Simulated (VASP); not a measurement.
Hf:

```
Hf
1.0
    -1.77100    1.77100    1.77100
     1.77100   -1.77100    1.77100
     1.77100    1.77100   -1.77100
Hf
1
Direct
  0.00000 0.00000 0.00000
```

Base run:

| Quantity | Value |
| --- | --- |
| Program | VASP 6.6.1 |
| Functional | r2SCAN |
| Potentials or basis | VASP PAW PBE potentials, release 64 (Hf_pv) |
| Cutoff | 520 eV |
| k mesh | 12 × 12 × 12 |
| Occupations | fermi-dirac, width 0.1 eV |
| Spin | no spin polarisation |

Its results: pressure -0.4 GPa.

The run is repeated on the same cell with these changes: spin from no spin polarisation to non-collinear spin, zero start, spin-orbit coupling; further incar settings from ALGO = Normal; EDIFF = 1e-06; NBANDS = 11 to ALGO = Normal; EDIFF = 1e-06; NBANDS = 21. What comes out?

Pressure -0.9 GPa; net moment 0.00 μB per cell.

Caveats: the PAW data sets were made with another functional, which shifts forces and pressure a little.
